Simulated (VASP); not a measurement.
Set up this calculation in VASP 6.6.1, as the native input.

```
Task                   : single point
Functional             : PBE
Potentials or basis    : VASP PAW PBE potentials, release 64 (Be, Ag, B, As)
Cutoff                 : 520 eV
k mesh                 : 4 × 4 × 4
Occupations            : gaussian, width 0.1 eV
Spin                   : no spin polarisation
Dipole correction      : no
Further INCAR settings : ALGO = Fast; EDIFF = 1e-06; NBANDS = 26
```

The structure of Be2Ag2BAs lies in POSCAR:

```
Be2Ag2BAs
1.0
    4.4081518580      0.0000000000      0.0000000000
    0.0000000000      4.4081518580      0.0000000000
    0.0000000000      0.0000000000      5.1449368827
Be Ag B As
2 2 1 1
Direct
    0.0000000000      0.5000000000      0.5000000000
    0.5000000000      0.0000000000      0.5000000000
    0.5000000000      0.5000000000      0.2457789188
    0.5000000000      0.5000000000      0.7542210812
    0.0000000000      0.0000000000      0.0000000000
    0.0000000000      0.0000000000      0.5000000000
```

One way to write it, as run:

INCAR

```
SYSTEM = Be2Ag2BAs
PREC = Accurate
ENCUT = 520
EDIFF = 1E-6
ISMEAR = 0
SIGMA = 0.1
LREAL = .False.
LASPH = .True.
NELM = 60
ALGO = Fast
ISIF = 2
LWAVE = .False.
LCHARG = .False.
GGA = PE
NBANDS = 26
```

KPOINTS

```
Automatic mesh
0
Gamma
  4 4 4
  0 0 0
```

Potentials or basis: VASP PAW PBE potentials, release 64 (Be, Ag, B, As).

Run with:

```console
$ cat potpaw_PBE.64/Be/POTCAR potpaw_PBE.64/Ag/POTCAR potpaw_PBE.64/B/POTCAR potpaw_PBE.64/As/POTCAR > POTCAR
$ mpirun -np 1 vasp_std > vasp.out
```

Results of the run:

```json
{"Pressure": "0.1 GPa", "Largest force": "0.011 eV/Å", "Band gap on the k mesh": "zero (band 17 reaches 6.28 eV, above the bottom of band 18 at 4.08 eV)"}
```

It took 37 s on 1 thread of Intel(R) Xeon(R) Platinum 8488C (Sapphire Rapids), with other jobs on the host, peak memory 0.24 GiB.
